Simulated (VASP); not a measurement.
A run of VASP 6.6.1 is set up as follows.

Contents of INCAR:

```
SYSTEM = Hf
PREC = Accurate ; ENCUT = 520
EDIFF = 1E-6 ; ISMEAR = -1
SIGMA = 0.1 ; LREAL = .False.
LASPH = .True. ; NELM = 60
ALGO = Normal ; ISIF = 2
LWAVE = .False. ; LCHARG = .True.
LELF = .True. ; LVHAR = .True.
NBANDS = 11
```

Contents of KPOINTS:

```
Automatic mesh
0
Gamma
  15 15 15
  0 0 0
```

File POSCAR:

```
Hf
1.0
    2.6643657244      0.0000000000      0.0000000000
    0.0000000000      2.6643657244      0.0000000000
    0.0000000000      0.0000000000      2.6643657244
Hf
1
Direct
    0.0000000000      0.0000000000      0.0000000000
```

Potentials or basis: VASP PAW LDA potentials, release 64 (Hf_pv).

Launch:

```bash
$ cat potpaw_LDA.64/Hf_pv/POTCAR > POTCAR
$ mpirun -np 1 vasp_std > vasp.out
```

Task: What does it give for the pressure?

Result: 20.5 GPa.

Task: What does it give for the band gap on the k mesh?

Result: Zero (band 5 reaches 6.54 eV, above the bottom of band 6 at 3.35 eV).

Caveat: spin-orbit coupling is left out, which moves the levels of the heavy elements.
